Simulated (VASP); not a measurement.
## BaTiO3: single point with r2SCAN

Crystal: BaTiO3.

```
CELL_PARAMETERS angstrom
3.99980 0.04000 0.00000
0.04000 3.99980 0.00000
0.00000 0.00000 4.01800
ATOMIC_POSITIONS crystal
Ba 0.00000 0.00000 0.00000
Ti 0.50000 0.50000 0.49000
O 0.50000 0.50000 0.01900
O 0.50000 0.00000 0.51700
O 0.00000 0.50000 0.51700
```

| Property | Result |
| --- | --- |
| Program | VASP 6.6.1 |
| Task | single point |
| Functional | r2SCAN |
| Potentials or basis | VASP PAW PBE potentials, release 64 (Ba_sv, Ti_sv, O) |
| Cutoff | 520 eV |
| k mesh | 4 × 4 × 4 |
| Occupations | gaussian, width 0.01 eV |
| Spin | no spin polarisation |
| Dipole correction | no |
| Further INCAR settings | ALGO = Normal; EDIFF = 1e-06; NBANDS = 28 |

```
Pressure               : 1.2 GPa
Largest force          : 0.330 eV/Å
Band gap on the k mesh : 2.14 eV, indirect (least direct gap 2.37 eV)
```

Forces in eV/Å, atoms in the order of the input:
```
Ba   0.000  0.000  0.083
Ti   0.000  0.000 -0.155
O    0.000  0.000  0.330
O    0.000  0.000 -0.129
O    0.000  0.000 -0.129
```

Stress tensor (GPa, compression positive):
```
 0.91 -2.70  0.00
-2.70  0.91  0.00
 0.00  0.00  1.88
```

Levels at points of the mesh, in eV from the valence-band top:
| k point | band 17 | band 18 | band 19 | band 20 | band 21 | band 22 | band 23 | band 24 |
| --- | --- | --- | --- | --- | --- | --- | --- | --- |
| (0.00, 0.00, 0.00) | -1.18 | -0.37 | -0.33 | -0.23 | 2.14 | 2.32 | 2.38 | 4.22 |
| (0.50, 0.00, 0.00) | -1.84 | -1.74 | -0.98 | -0.89 | 2.48 | 3.84 | 3.87 | 4.29 |
| (0.50, 0.50, 0.00) | -1.84 | -1.03 | -0.96 | -0.09 | 3.86 | 3.90 | 4.30 | 5.01 |
| (0.00, 0.00, 0.50) | -1.96 | -1.90 | -0.84 | -0.65 | 2.30 | 3.88 | 3.92 | 4.22 |
| (0.50, 0.00, 0.50) | -1.79 | -0.93 | -0.91 | -0.18 | 3.86 | 3.91 | 4.29 | 5.12 |
| (0.50, 0.50, 0.50) | -2.42 | -0.11 | -0.08 | 0.00 | 4.50 | 4.53 | 4.55 | 7.17 |

Wall time 2.9 min on 1 thread of Intel(R) Xeon(R) Platinum 8488C (Sapphire Rapids), with other jobs on the host, peak memory 0.19 GiB.

Caveat: the PAW data sets were made with another functional, which shifts forces and pressure a little; spin-orbit coupling is left out, which moves the levels of the heavy elements. r2SCAN opens gaps a little over a GGA but as a rule still falls short of measured ones.
